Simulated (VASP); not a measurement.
Input of a VASP 6.6.1 run:

The input INCAR:

```
PREC     = Accurate       # precision mode
ENCUT    = 500            # plane-wave cutoff, eV
EDIFF    = 1E-6           # SCF threshold, eV
ISMEAR   = 0              # smearing method
SIGMA    = 0.025          # smearing width, eV
LREAL    = False          # projectors in reciprocal space
LASPH    = True           # aspherical terms in the spheres
NELM     = 200            # most SCF steps
ALGO     = Normal         # electronic algorithm
ISIF     = 2              # what is computed and relaxed
LWAVE    = False          # write WAVECAR
LCHARG   = False          # write CHGCAR
LMAXMIX  = 4              # l up to which the mixer works
LDAU     = True           # DFT+U
LDAUTYPE = 2            
LDAUL    = 2              # shell
LDAUU    = 6              # U, eV
LDAUJ    = 0            
LDAUPRINT= 1            
GGA      = PE             # functional
NBANDS   = 19             # bands
GGA_COMPAT= False
```

File KPOINTS:

```
Automatic mesh
0
Gamma
  10 10 6
```

The input POSCAR:

```
Ti
1.0
    2.9500000000      0.0000000000      0.0000000000
   -1.4750000000      2.5547749412      0.0000000000
    0.0000000000      0.0000000000      4.6800000000
Ti
2
Direct
    0.6666666667      0.3333333333      0.7500000000
    0.3333333333      0.6666666667      0.2500000000
```

Potentials or basis: VASP PAW PBE potentials, release 64 (Ti_sv).

Launch:

```console
$ cat potpaw_PBE.64/Ti_sv/POTCAR > POTCAR
$ mpirun -np 1 vasp_std > vasp.out
```

(1) Predict the band gap on the k mesh.

(2) What does it give for the pressure?

Answers

(1) zero (bands 12 and 13 overlap by 1.36 eV).

(2) 11.8 GPa.

Caveat: the cell stands under pressure; U without spin polarisation on a metal has little footing; the U is typed as a test and isn't derived for this compound.
